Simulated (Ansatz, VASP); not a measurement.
# Two plane-wave programs on ReB6

```
CELL_PARAMETERS angstrom
2.20251 1.27162 3.35768
-2.20251 1.27162 3.35768
0.00000 -2.54324 3.35768
ATOMIC_POSITIONS crystal
Re 0.50000 0.50000 0.50000
B 0.97631 0.66644 0.33930
B 0.33930 0.97631 0.66644
B 0.66644 0.33930 0.97631
B 0.02369 0.33356 0.66070
B 0.66070 0.02369 0.33356
B 0.33356 0.66070 0.02369
```

Alike in both runs: task relaxation of cell and atoms; functional PBE; k mesh 6 × 6 × 6; occupations gaussian, width 0.1 eV; no spin polarisation.

|  | VASP | Ansatz |
| --- | --- | --- |
| version | VASP 6.6.1 | Ansatz 0.2.0 |
| potentials or method | VASP PAW PBE potentials, release 64 (Re, B), cutoff 600 eV | scalar-relativistic, plane waves, PAW |
| valence electrons in the cell | 25 | 33 |

VASP gave:

```
gap on the k mesh at the Fermi level, each at its own relaxed structure (eV) : none
relaxed volume (Å³/atom)                                                     : 8.88
relaxed cell length with the largest relative difference (Å)                 : 3.964
```

**Question.** Estimate Ansatz's values.

**Answer.** gap on the k mesh at the Fermi level, each at its own relaxed structure (eV): none; relaxed volume (Å³/atom): 8.84; relaxed cell length with the largest relative difference (Å): 3.959.

A gap of «none» marks a metal or a gap that the smearing closes. VASP's potentials hold 25 valence electrons a cell and Ansatz's 33, so a difference there can come from the potentials and not from the codes.

Spin-orbit coupling is off throughout.
